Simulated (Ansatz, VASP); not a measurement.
## Si: VASP beside Ansatz

```
Si
1.0
    -1.52592    1.52592    1.52592
     1.52592   -1.52592    1.52592
     1.52592    1.52592   -1.52592
Si
1
Direct
  0.00000 0.00000 0.00000
```

Change from the starting cell: volume scaled by 0.97.

Alike in both runs: task single point; functional PBE; k mesh 18 × 18 × 18; occupations fermi-dirac, width 0.05 eV; no spin polarisation.

|  | VASP | Ansatz |
| --- | --- | --- |
| version | VASP 6.6.1 | Ansatz 0.2.0 |
| potentials or method | VASP PAW PBE potentials, release 64 (Si), cutoff 520 eV | all-electron LAPW, scalar-relativistic |

Ansatz gave:

```
pressure (GPa) : 3.1
```

Q: Which values does VASP return?

A: Pressure (GPa): 3.0.

Ansatz ran all-electron here, and VASP with PAW potentials.
